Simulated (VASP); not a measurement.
Set up this calculation in VASP 6.6.1, as the native input.

- Task: electric field gradients
- Functional: LDA
- Potentials or basis: VASP PAW LDA potentials, release 64 (Mg, S)
- Cutoff: 520 eV
- k mesh: 8 × 8 × 8
- Occupations: fermi-dirac, width 0.01 eV
- Spin: no spin polarisation
- Dipole correction: no
- Further INCAR settings: ALGO = Normal; EDIFF = 1e-08; NBANDS = 11

The structure of MgS lies in POSCAR:

```
MgS
1.0
    0.0000000000      2.5841887356      2.5841887356
    2.5841887356      0.0000000000      2.5841887356
    2.5841887356      2.5841887356      0.0000000000
Mg S
1 1
Direct
    0.0000000000      0.0000000000      0.0000000000
    0.5000000000      0.5000000000      0.5000000000
```

This cell differs from its parent crystal: volume scaled by 0.98.

These files were run (other wordings do the same):

INCAR

```
SYSTEM = MgS
ALGO = Normal
EDIFF = 1E-8
ENCUT = 520
ISIF = 2
ISMEAR = -1
LASPH = .TRUE.
LCHARG = .FALSE.
LEFG = .TRUE.
LREAL = .FALSE.
LWAVE = .FALSE.
NBANDS = 11
NELM = 80
PREC = Accurate
SIGMA = 0.01
```

KPOINTS

```
k-points
0
G
  8 8 8
  0 0 0
```

Potentials or basis: VASP PAW LDA potentials, release 64 (Mg, S).

Command:

```sh
$ cat potpaw_LDA.64/Mg/POTCAR potpaw_LDA.64/S/POTCAR > POTCAR
$ mpirun -np 1 vasp_std > vasp.out
```

Results of the run:

- Pressure: -2.4 GPa
- Band gap on the k mesh: 2.60 eV, indirect (least direct gap 3.65 eV)

Caveat: without QUAD_EFG the Cq values of the log hold for a quadrupole moment of 1 mb, not for the nuclei.

It took 5 s on 1 thread of Intel(R) Xeon(R) 6975P-C (Granite Rapids), with other jobs on the host, peak memory 0.14 GiB.
